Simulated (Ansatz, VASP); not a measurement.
## One calculation of Lu, two programs

The input INCAR:

```
  PREC = Accurate
  ENCUT = 520
  EDIFF = 1E-7
  ISMEAR = 1
  SIGMA = 0.03
  LREAL = False
  LASPH = True
  NELM = 60
  ALGO = Normal
  ISIF = 2
  LWAVE = False
  LCHARG = False
  GGA = CA
  NBANDS = 32
```

The input KPOINTS:

```
Automatic mesh
0
Gamma
  11 11 6
```

Contents of POSCAR:

```
Lu
1.0
    3.3823924653      0.0000000000      0.0000000000
   -1.6911962327      2.9292378005      0.0000000000
    0.0000000000      0.0000000000      5.2524129119
Lu
2
Direct
    0.3333333333      0.6666666667      0.2500000000
    0.6666666667      0.3333333333      0.7500000000
```

Input for Ansatz:

```yaml
crystal:
  lattice:
    - [3.3823924653, 0.0, 0.0]
    - [-1.6911962327, 2.9292378005, 0.0]
    - [0.0, 0.0, 5.2524129119]
  atoms:
    - { symbol: Lu, position: [0.3333333333, 0.6666666667, 0.25] }
    - { symbol: Lu, position: [0.6666666667, 0.3333333333, 0.75] }
hamiltonian:
  xc: lda
  pseudopotentials:
    kind: paw
    azcp:
      Lu: "pseudopotentials/Lu.paw.azcp"
basis:
  ecutwfc: 420
  fft_grid_basis: typed
kpoints:
  mp_grid: { grid: [11, 11, 6], shift: [0, 0, 0] }
magnetization:
  spin_polarized: false
scf:
  occupations: { method: cold, width: 0.03 }
  lower_state_search: "off"
output:
  stress: true
  write_density: true
  write_potential: true
  elf: true
  volumetric_format: npy
```

Alike in both runs: task single point; functional LDA; k mesh 11 × 11 × 6; no spin polarisation.

|  | VASP | Ansatz |
| --- | --- | --- |
| version | VASP 6.6.1 | Ansatz 0.2.0 |
| potentials or method | VASP PAW PBE potentials, release 64 (Lu), cutoff 520 eV | plane waves (420 eV) with PAW, scalar-relativistic |
| occupations | methfessel-paxton of order 1, width 0.03 eV | cold, width 0.03 eV |
| valence electrons in the cell | 50 | 50 |

```csv
,VASP,Ansatz,Ansatz less VASP
pressure (GPa),-0.1,-0.3,-0.23
"traceless stress, the component that is largest in VASP (GPa)",-0.51,-0.45,+0.056
```

VASP's potentials were made for PBE, not for LDA, and Ansatz warns of the same on its side. LDA's correlation is that of Perdew and Zunger in VASP and of Perdew and Wang (1992) in Ansatz.

Neither program's run includes spin-orbit coupling.
